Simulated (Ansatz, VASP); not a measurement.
## MgB2: VASP beside Ansatz

File INCAR:

```
SYSTEM = MgB2
PREC = Accurate
ENCUT = 600
EDIFF = 1E-6
ISMEAR = 1
SIGMA = 0.3
LREAL = .FALSE.
LASPH = .TRUE.
NELM = 120
ALGO = Normal
ISIF = 2
LWAVE = .FALSE.
LCHARG = .FALSE.
NBANDS = 11
GGA_COMPAT = .FALSE.
```

The input KPOINTS:

```
Automatic mesh
0
G
  5 5 4
  0 0 0
```

The input POSCAR:

```
MgB2
1.0
    3.0850000000      0.0000000000      0.0000000000
   -1.5425000000      2.6716880000      0.0000000000
    0.0000000000      0.0000000000      3.5230000000
Mg B
1 2
Direct
    0.0000000000      0.0000000000      0.0000000000
    0.3333333333      0.6666666667      0.5000000000
    0.6666666667      0.3333333333      0.5000000000
```

Input for Ansatz:

```yaml
crystal:
  lattice:
    - [3.085, 0.0, 0.0]
    - [-1.5425, 2.671688, 0.0]
    - [0.0, 0.0, 3.523]
  atoms:
    - { symbol: Mg, position: [0.0, 0.0, 0.0] }
    - { symbol: B, position: [0.3333333333333333, 0.6666666666666666, 0.5] }
    - { symbol: B, position: [0.6666666666666666, 0.3333333333333333, 0.5] }
basis:
  ecutwfc: 470.0
  xc_grid: 1
kpoints:
  mp_grid:
    grid: [5, 5, 4]
    shift: [0.0, 0.0, 0.0]
hamiltonian:
  xc: lda
scf:
  convergence:
    dr2_threshold: 1.0e-05
  occupations:
    method: methfessel_paxton
    width: 0.3
output:
  forces: true
  stress: true
```

Alike in both runs: task single point; functional LDA; k mesh 5 × 5 × 4; occupations methfessel-paxton of order 1, width 0.3 eV; no spin polarisation.

|  | VASP | Ansatz |
| --- | --- | --- |
| version | VASP 6.6.1 | Ansatz 0.2.0 |
| potentials or method | VASP PAW LDA potentials, release 64 (Mg, B), cutoff 600 eV | plane waves, PAW |
| valence electrons in the cell | 8 | 16 |

|  | VASP | Ansatz | Ansatz less VASP |
| --- | --- | --- | --- |
| pressure (GPa) | -8.5 | -7.9 | +0.58 |
| traceless stress, the component that is largest in VASP (GPa) | 0.90 | 1.00 | +0.098 |

LDA's correlation is that of Perdew and Zunger in VASP and of Perdew and Wang (1992) in Ansatz. VASP's potentials hold 8 valence electrons a cell and Ansatz's 16, so a difference there can come from the potentials and not from the codes. Ansatz's warnings: force scf threshold loose, stress scf threshold loose.

The k mesh is coarse, so the values compare programs but aren't converged.
